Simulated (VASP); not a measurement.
Write the native input for VASP 6.6.1 that does the following.

```yaml
Task: single point
Functional: PBE
Potentials_or_basis: VASP PAW PBE potentials, release 64 (Ga_d, P)
Cutoff: 520 eV
k_mesh: 12 × 12 × 12
Occupations: fermi-dirac, width 0.05 eV
Spin: no spin polarisation
Dipole_correction: no
Further_INCAR_settings: ALGO = Normal; EDIFF = 1e-06; NBANDS = 16
```

The structure of GaP (rocksalt type) lies in POSCAR:

```
GaP
1.0
    0.0000000000      2.6017947875      2.6017947875
    2.6017947875      0.0000000000      2.6017947875
    2.6017947875      2.6017947875      0.0000000000
Ga P
1 1
Direct
    0.0000000000      0.0000000000      0.0000000000
    0.5000000000      0.5000000000      0.5000000000
```

This cell differs from its parent crystal: volume scaled by 1.025.

The input as run:

INCAR

```
PREC = Accurate ; ENCUT = 520
EDIFF = 1E-6 ; ISMEAR = -1
SIGMA = 0.05 ; LREAL = F
LASPH = T ; NELM = 60
ALGO = Normal ; ISIF = 2
LWAVE = F ; LCHARG = F
GGA = PE ; NBANDS = 16
```

KPOINTS

```
regular mesh
0
Gamma
  12 12 12
```

Potentials or basis: VASP PAW PBE potentials, release 64 (Ga_d, P).

The run is started by

```console
$ cat potpaw_PBE.64/Ga_d/POTCAR potpaw_PBE.64/P/POTCAR > POTCAR
$ mpirun -np 1 vasp_std > vasp.out
```

It gave:

```yaml
Pressure: -2.0 GPa
Band_gap_on_the_k_mesh: zero (band 9 reaches 6.63 eV, above the bottom of band 10 at 3.55 eV)
```

Wall time 16 s on 1 thread of Intel(R) Xeon(R) 6975P-C (Granite Rapids), on a shared host, peak memory 0.18 GiB.
